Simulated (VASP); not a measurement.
# SnBi2O5 in VASP: notebook, part 2 of 2

VASP 6.6.1.

### 3 Single point, PBE

This run uses another cell than the first one, of 15.23 Å³/atom.

INCAR reads:

```
SYSTEM = SnBi2O5
ALGO     = Normal         ! electronic algorithm
EDIFF    = 1E-6           ! SCF threshold, eV
ENCUT    = 520            ! plane-wave cutoff, eV
GGA      = PE             ! functional
ISIF     = 2              ! what is computed and relaxed
ISMEAR   = 0              ! smearing method
LASPH    = .TRUE.         ! aspherical terms in the spheres
LCHARG   = .FALSE.        ! write CHGCAR
LREAL    = Auto         
LWAVE    = .FALSE.        ! write WAVECAR
NBANDS   = 88             ! bands
NELM     = 100            ! most SCF steps
PREC     = Accurate       ! precision mode
SIGMA    = 0.1            ! smearing width, eV
```

KPOINTS reads:

```
k-points
0
G
  4 4 2
  0 0 0
```

POSCAR reads:

```
SnBi2O5
1.0
   -3.9942506736      0.6905695277      0.0013746750
    3.0046740823     -6.3030930973      0.0034661826
    0.0040855725      0.0129150645     10.5510814286
Sn Bi O
2 4 10
Direct
    0.0464641820      0.2955810926      0.7500053551
    0.9535278676      0.7044159587      0.2500023445
    0.9901005944      0.7417039039      0.9259944372
    0.9900165509      0.7417100212      0.5740375196
    0.0099463000      0.2582486797      0.4259585180
    0.0099890868      0.2583907823      0.0740259268
    0.2807308429      0.5304278797      0.9142020743
   -0.1980419910      0.0505469269      0.8937240285
    0.2806867484      0.5303754813      0.5858369823
   -0.1979695403      0.0504934417      0.6061577836
    0.6373590277      0.3867971360      0.7499804357
    0.7193024616      0.4696101593      0.4141627378
    1.1979443519      0.9494741338      0.3938629238
    0.7192993838      0.4696062760      0.0857855209
    1.1980549951      0.9494642162      0.1062772888
    0.3625891382      0.6131539106      0.2499861228
```

Potentials or basis: VASP PAW PBE potentials, release 64 (Sn_d, Bi_d, O).

Launch:

```console
$ cat potpaw_PBE.64/Sn_d/POTCAR potpaw_PBE.64/Bi_d/POTCAR potpaw_PBE.64/O/POTCAR > POTCAR
$ mpirun -np 1 vasp_std > vasp.out
```

OUTCAR:

```text
SYSTEM = SnBi2O5
   EDIFF = 1E-6
   ENCUT = 520
   GGA = PE
   ISIF = 2
   ISMEAR = 0
   LASPH = .TRUE.
   LREAL = Auto
   NELM = 100
   PREC = Accurate

 ion  position               nearest neighbor table
   1  0.046  0.296  0.750-   8 2.06  10 2.06  11 2.09  11 2.09   7 2.19   9 2.19   6 3.43   5 3.43
                             3 3.74   4 3.74   3 3.74   4 3.75
   2  0.954  0.704  0.250-  15 2.06  13 2.06  16 2.09  16 2.09  14 2.19  12 2.19   3 3.43   4 3.43
                             6 3.74   5 3.74   6 3.74   5 3.75
   3  0.990  0.742  0.926-  15 2.24  14 2.29   7 2.36   7 2.36   8 2.69   8 2.72  11 2.75   2 3.43
                             4 3.71   1 3.74   1 3.74   6 3.76   6 3.76   6 3.89   6 3.91
   4  0.990  0.742  0.574-  13 2.24  12 2.29   9 2.36   9 2.36  10 2.69  10 2.72  11 2.75   2 3.43
                             3 3.71   1 3.74   1 3.75   5 3.76   5 3.76   5 3.89   5 3.91
   5  0.010  0.258  0.426-  10 2.24   9 2.29  12 2.36  12 2.36  13 2.69  13 2.72  16 2.75   1 3.43
                             6 3.71   2 3.74   2 3.75   4 3.76   4 3.76   4 3.89   4 3.91
   6  0.010  0.258  0.074-   8 2.24   7 2.29  14 2.36  14 2.36  15 2.69  15 2.72  16 2.74   1 3.43
                             5 3.71   2 3.74   2 3.74   3 3.76   3 3.76   3 3.89   3 3.91
   7  0.281  0.530  0.914-   1 2.19   6 2.29   3 2.36   3 2.36
   8  0.802  0.051  0.894-   1 2.06   6 2.24   3 2.69   3 2.72
   9  0.281  0.530  0.586-   1 2.19   5 2.29   4 2.36   4 2.36
  10  0.802  0.050  0.606-   1 2.06   5 2.24   4 2.69   4 2.72
  11  0.637  0.387  0.750-   1 2.09   1 2.09   3 2.75   4 2.75
  12  0.719  0.470  0.414-   2 2.19   4 2.29   5 2.36   5 2.36
  13  0.198  0.949  0.394-   2 2.06   4 2.24   5 2.69   5 2.72
  14  0.719  0.470  0.086-   2 2.19   3 2.29   6 2.36   6 2.36
  15  0.198  0.949  0.106-   2 2.06   3 2.24   6 2.69   6 2.72
  16  0.363  0.613  0.250-   2 2.09   2 2.09   6 2.74   5 2.75

  LATTYP: Found a triclinic cell.
 ALAT       =     6.9826256486
 B/A-ratio  =     0.5805134261
 C/A-ratio  =     1.5110490888
 COS(alpha) =     0.0001661079
 COS(beta)  =     0.0004419052
 COS(gamma) =     0.5778005402

  Lattice vectors:

 A1 = (  -3.0046740823,   6.3030930973,  -0.0034661826)
 A2 = (  -3.9942506736,   0.6905695277,   0.0013746750)
 A3 = (   0.0040855725,   0.0129150645,  10.5510814286)

Analysis of symmetry for initial positions (statically):
=====================================================================
 Subroutine PRICEL returns:
 Original cell was already a primitive cell.

 Routine SETGRP: Setting up the symmetry group for a
 triclinic supercell.

 Subroutine GETGRP returns: Found  1 space group operations
 (whereof  1 operations were pure point group operations)
 out of a pool of  2 trial point group operations.

The static configuration has the point symmetry C_1 .

Analysis of symmetry for dynamics (positions and initial velocities):
=====================================================================
 Subroutine PRICEL returns:
 Original cell was already a primitive cell.

 Routine SETGRP: Setting up the symmetry group for a
 triclinic supercell.

 Subroutine GETGRP returns: Found  1 space group operations
 (whereof  1 operations were pure point group operations)
 out of a pool of  2 trial point group operations.

The dynamic configuration has the point symmetry C_1 .

 Subroutine INISYM returns: Found  1 space group operations
 (whereof  1 operations are pure point group operations),
 and found     1 'primitive' translations

----------------------------------------------------------------------------------------

                                     Primitive cell

  volume of cell :     243.7429

  direct lattice vectors                    reciprocal lattice vectors
    -3.994250674  0.690569528  0.001374675    -0.272846902 -0.130065522  0.000264858
[... 97 lines left out ...]
   NGX,Y,Z   is equivalent  to a cutoff of  12.30, 12.86, 12.61 a.u.
   NGXF,Y,Z  is equivalent  to a cutoff of  24.61, 25.71, 25.21 a.u.
 SYSTEM =  SnBi2O5
   PREC   = accura    normal or accurate (medium, high low for compatibility)
   ISTART =      0    job   : 0-new  1-cont  2-samecut
   ICHARG =      2    charge: 1-file 2-atom 10-const
   ISPIN  =      1    spin polarized calculation?
   LNONCOLLINEAR =      F non collinear calculations
   LSORBIT =      F    spin-orbit coupling
   LASPH  =      T    aspherical Exc in radial PAW
   ENCUT  =  520.0 eV  38.22 Ry    6.18 a.u.   7.54 12.98 19.62*2*pi/ulx,y,z
   NELM   =    100;   NELMIN=  2; NELMDL= -5     # of ELM steps
   EDIFF  = 0.1E-05   stopping-criterion for ELM
   LREAL  =      T    real-space projection
   EDIFFG = 0.1E-04   stopping-criterion for IOM
   NSW    =      0    number of steps for IOM
   IBRION =     -1    ionic relax: 0-MD 1-quasi-New 2-CG
   NFREE  =      0    steps in history (QN), initial steepest desc. (CG)
   ISIF   =      2    stress and relaxation
   ISYM   =      2    0-nonsym 1-usesym 2-fastsym
   POTIM  = 0.5000    time-step for ionic-motion
   TEBEG  =    0.0;   TEEND  =   0.0 temperature during run
   PSTRESS=    0.0 pullay stress
   NELECT =     148.0000    total number of electrons
   NUPDOWN=      -1.0000    fix difference up-down
   EMIN   =  10.00;   EMAX   =-10.00  energy-range for DOS
   EFERMI =   0.00;   METHOD = LEGACY
   ISMEAR =     0;   SIGMA  =   0.10  broadening in eV -4-tet -1-fermi 0-gaus
   EFERMI_NEDOS =   21; number of points for ismear=-14 and -15
   IALGO  =     38    algorithm
   IMIX   =      4    mixing-type and parameters
     AMIX     =   0.40;   BMIX     =  1.00
     AMIX_MAG =   1.60;   BMIX_MAG =  1.00
  volume/ion in A,a.u.               =      15.23       102.80
  Fermi-wavevector in a.u.,A,eV,Ry     =   1.386281  2.619692 26.147354  1.921776
  Thomas-Fermi vector in A             =   2.510612
   LORBIT       =      0    0 simple, 1 ext, 2 COOP (PROOUT), +10 PAW based schemes
   GGA     = PE    functional components
   LHFCALC =     F    Hartree Fock is set to
   AEXX    =    0.0000 exact exchange contribution
   IVDW    =     0    specifies the selected vdW correction
   LEPSILON=     F    determine dielectric tensor
   LRPA    =     F    only Hartree local field effects (RPA)
 non-spin polarized calculation
 Gauss-broadening in eV      SIGMA  =   0.10
  energy-cutoff  :      520.00
  volume of cell :      243.74
 maximum number of plane-waves:      6580
   NGX = 15   NGY = 25   NGZ = 39

 number of electron     147.9999990 magnetization

 Free energy of the ion-electron system (eV)
  ---------------------------------------------------
  ext. energy  EPLUGINS =         0.00000000
  ---------------------------------------------------
  free energy    TOTEN  =       -94.71332161 eV

  energy without entropy =      -94.71332161  energy(sigma->0) =      -94.71332161

 E-fermi :   5.9438     XC(G=0): -10.5140

 val. band max:        5.4982694101   @ k =   0.5000  -0.0000   0.0000
 cond. band min:       7.7570061424   @ k =   0.0000   0.0000   0.0000
 fundamental gap:      2.2587367323
 Fermi energy:         5.9438469372

 k-point     1 :       0.0000    0.0000    0.0000
  band No.  band energies     occupation
      1     -16.5573      2.00000
      2     -16.5301      2.00000
      3     -16.4453      2.00000
      4     -16.4348      2.00000
      5     -16.4164      2.00000
      6     -16.4013      2.00000
[... 1769 lines left out ...]
     85      11.9674      0.00000
     86      11.9682      0.00000
 [bands above 86 left out]

------------------------ aborting loop because EDIFF is reached ----------------------------------------

  FORCE on cell =-STRESS in cart. coord.  units (eV):
  Direction    XX          YY          ZZ          XY          YZ          ZX
  --------------------------------------------------------------------------------------
  -------------------------------------------------------------------------------------
  Total        0.3257082      0.3804615      0.4284225     -0.1983968     -0.0044019      0.0131377
  in kB        2.1409540      2.5008599      2.8161182     -1.3041071     -0.0289345      0.0863569
  external PRESSURE =       2.4859774 kB  Pullay stress =       0.0000000 kB

 VOLUME and BASIS-vectors are now :
 -----------------------------------------------------------------------------
  energy-cutoff  :      520.00
  volume of cell :      243.74
      direct lattice vectors                 reciprocal lattice vectors
    -3.994250674  0.690569528  0.001374675    -0.272846902 -0.130065522  0.000264858
     3.004674082 -6.303093097  0.003466183    -0.029893128 -0.172902148  0.000223216
     0.004085572  0.012915065 10.551081429     0.000045369  0.000073747  0.094776907

 POSITION                                       TOTAL-FORCE (eV/Angst)
 -----------------------------------------------------------------------------------
      0.70560     -1.82130      7.91446         0.002067     -0.013502     -0.004353
     -1.69107     -3.77829      2.64155        -0.001949      0.013401      0.003038
     -1.72235     -3.97934      9.77417        -0.005419     -0.041683     -0.036208
     -1.72343     -3.98398      6.06065        -0.000562     -0.041940      0.038670
      0.73797     -1.61540      4.49523         0.000840      0.041146     -0.033324
      0.73678     -1.62081      0.78196         0.003912      0.041810      0.031620
[... 8 lines left out ...]
      2.06218     -5.84642      1.12490        -0.008123     -0.046619     -0.028045
      0.39508     -3.61114      2.64025         0.004160      0.024762     -0.001073
 -----------------------------------------------------------------------------------
    total drift:                               -0.003121     -0.001606     -0.000690

  FREE ENERGIE OF THE ION-ELECTRON SYSTEM (eV)
  ---------------------------------------------------
  free  energy   TOTEN  =       -94.7133216087 eV

  energy  without entropy=      -94.7133216087  energy(sigma->0) =      -94.71332161
```

It took 6.4 min on 1 thread of Intel Xeon 6975P-C (Granite Rapids), shared host; peak memory 0.5 GiB.

Results:

```
Free energy            : -94.7133 eV
Pressure               : 0.2 GPa
Largest force          : 0.057 eV/Å
Band gap on the k mesh : 2.26 eV (least direct gap 2.35 eV)
```

Forces on the atoms (eV/Å):
```
Sn   0.002 -0.014 -0.004
Sn  -0.002  0.013  0.003
Bi  -0.005 -0.042 -0.036
Bi  -0.001 -0.042  0.039
Bi   0.001  0.041 -0.033
Bi   0.004  0.042  0.032
O   -0.001 -0.006  0.008
O    0.008  0.047  0.031
O   -0.001 -0.005 -0.007
O    0.009  0.043 -0.027
O   -0.004 -0.025  0.002
O    0.001  0.006  0.005
O   -0.009 -0.044  0.024
O    0.001  0.007 -0.006
O   -0.008 -0.047 -0.028
O    0.004  0.025 -0.001
```

Caveat: spin-orbit coupling is left out, which moves the levels of the heavy elements.
